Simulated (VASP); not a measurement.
# V: single point with PBEsol

V:

```
V
1.0
    -1.51300    1.51300    1.51300
     1.51300   -1.51300    1.51300
     1.51300    1.51300   -1.51300
V
1
Direct
  0.00000 0.00000 0.00000
```

| Quantity | Value |
| --- | --- |
| Program | VASP 6.6.1 |
| Task | single point |
| Functional | PBEsol |
| Potentials or basis | VASP PAW PBE potentials, release 64 (V_sv) |
| Cutoff | 520 eV |
| k mesh | 19 × 19 × 19 |
| Occupations | fermi-dirac, width 0.03 eV |
| Spin | collinear spin, ferromagnetic start |
| Starting moments | [1.5] μB |
| Dipole correction | no |
| Further INCAR settings | ALGO = Normal; EDIFF = 1e-07; NBANDS = 16 |

```json
{
  "Pressure": "-11.6 GPa",
  "Net moment": "0.00 μB per cell",
  "Valence electrons inside the program's atomic spheres": "V 11.61"
}
```

Levels at points of the mesh, in eV from the Fermi level:
Spin up:
```
           k point  band 3  band 4  band 5  band 6  band 7  band 8  band 9  band 10  band 11  band 12
(0.00, 0.00, 0.00)  -36.95  -36.95   -6.53    0.41    0.41    0.41    2.35     2.35    20.27    20.27
```
Spin down:
```csv
k point,band 3,band 4,band 5,band 6,band 7,band 8,band 9,band 10,band 11,band 12
"(0.00, 0.00, 0.00)",-36.95,-36.95,-6.53,0.41,0.41,0.41,2.35,2.35,20.27,20.27
```

Wall time 2 min on 1 thread of Intel Xeon 8259CL (shared host), peak memory 0.19 GiB.

Caveat: the cell stands under tension; the moments typed at the start vanished in this run; the PAW data sets were made with another functional, which shifts forces and pressure a little.
